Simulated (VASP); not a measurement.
**TiAl2: single point with LDA**

The system is TiAl2.

```
Ti Al
1.0
     1.98193   -6.12833    0.00000
     1.98193    6.12833    0.00000
     0.00000    0.00000    4.03321
Ti Al
2 4
Direct
  0.65606 0.34394 0.00000
  0.34394 0.65606 0.00000
  0.00000 0.00000 0.00000
  0.82698 0.17302 0.50000
  0.17302 0.82698 0.50000
  0.50000 0.50000 0.50000
```

```yaml
Program: VASP 6.6.1
Task: single point
Functional: LDA
Potentials_or_basis: VASP PAW LDA potentials, release 64 (Ti_sv, Al)
Cutoff: 520 eV
k_mesh: 12 × 12 × 12
Occupations: gaussian, width 0.15 eV
Spin: no spin polarisation
Dipole_correction: no
Further_INCAR_settings: ALGO = Fast; EDIFF = 1e-07; NBANDS = 27
```

* Pressure: -7.9 GPa
* Largest force: 0.080 eV/Å
* Band gap on the k mesh: zero (bands 18 and 19 overlap by 1.39 eV)

Forces on the atoms (eV/Å):
```
Ti   0.000  0.059  0.000
Ti   0.000 -0.059  0.000
Al   0.000  0.000  0.000
Al   0.000  0.080  0.000
Al   0.000 -0.080  0.000
Al   0.000  0.000  0.000
```

Stress tensor (GPa, compression positive):
```
-7.90  0.00  0.00
 0.00 -7.93  0.00
 0.00  0.00 -7.74
```

Levels at points of the mesh, in eV from the Fermi level:
| k point | band 14 | band 15 | band 16 | band 17 | band 18 | band 19 | band 20 | band 21 | band 22 | band 23 |
| --- | --- | --- | --- | --- | --- | --- | --- | --- | --- | --- |
| (0.00, 0.00, 0.00) | -1.64 | -1.56 | -0.70 | -0.52 | -0.46 | 0.35 | 0.54 | 0.82 | 0.93 | 0.96 |
| (0.50, 0.00, 0.00) | -1.93 | -1.58 | -1.23 | -0.95 | -0.28 | 0.77 | 1.10 | 1.22 | 1.32 | 1.65 |
| (0.50, 0.50, 0.00) | -1.91 | -1.69 | -1.22 | -0.68 | -0.53 | 0.22 | 1.09 | 1.17 | 1.21 | 1.65 |
| (0.00, 0.00, 0.50) | -2.50 | -1.50 | -0.80 | -0.20 | 0.07 | 0.48 | 0.95 | 1.03 | 1.27 | 1.34 |
| (0.50, 0.00, 0.50) | -3.47 | -2.35 | -1.71 | -1.45 | -1.09 | -0.55 | 1.15 | 1.20 | 1.25 | 1.44 |
| (0.50, 0.50, 0.50) | -1.99 | -1.90 | -0.81 | 0.05 | 0.67 | 0.86 | 1.25 | 1.35 | 1.64 | 1.71 |

Run time: 51 min on 1 thread of Intel(R) Xeon(R) Platinum 8488C (Sapphire Rapids) (shared host), peak memory 0.69 GiB.

Caveat: the cell stands under tension.
